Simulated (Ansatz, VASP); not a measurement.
One calculation of BeSe2, two programs

```
CELL_PARAMETERS angstrom
3.55466 0.00000 0.00000
-1.77733 3.07843 0.00000
0.00000 0.00000 5.32685
ATOMIC_POSITIONS crystal
Be 0.66667 0.33333 0.00000
Se 0.00000 0.00000 0.75189
Se 0.00000 0.00000 0.24811
```

Alike in both runs: functional PBE; k mesh 6 × 6 × 4; occupations gaussian, width 0.2 eV; no spin polarisation.

Ansatz relaxed the structure, and its values are those at the end. VASP's run is a single point on that final structure, the one shown.

|  | VASP | Ansatz |
| --- | --- | --- |
| version | VASP 6.6.1 | Ansatz 0.2.0 |
| potentials or method | VASP PAW PBE potentials, release 64 (Be, Se), cutoff 600 eV | scalar-relativistic, plane waves, PAW |
| valence electrons in the cell | 14 | 34 |

VASP gave:

| Quantity | Value |
| --- | --- |
| gap on the k mesh at the Fermi level (eV) | none |
| pressure (GPa) | 0.2 |
| rms of the force components (eV/Å) | 0.014 |

Problem. Estimate Ansatz's values.

Solution. gap on the k mesh at the Fermi level (eV): none; pressure (GPa): 0.1; rms of the force components (eV/Å): 0.007.

A gap of «none» marks a metal or a gap that the smearing closes. With one functional, cell and mesh, what is left measures potentials, basis and numerics. VASP's potentials hold 14 valence electrons a cell and Ansatz's 34, so a difference there can come from the potentials and not from the codes.
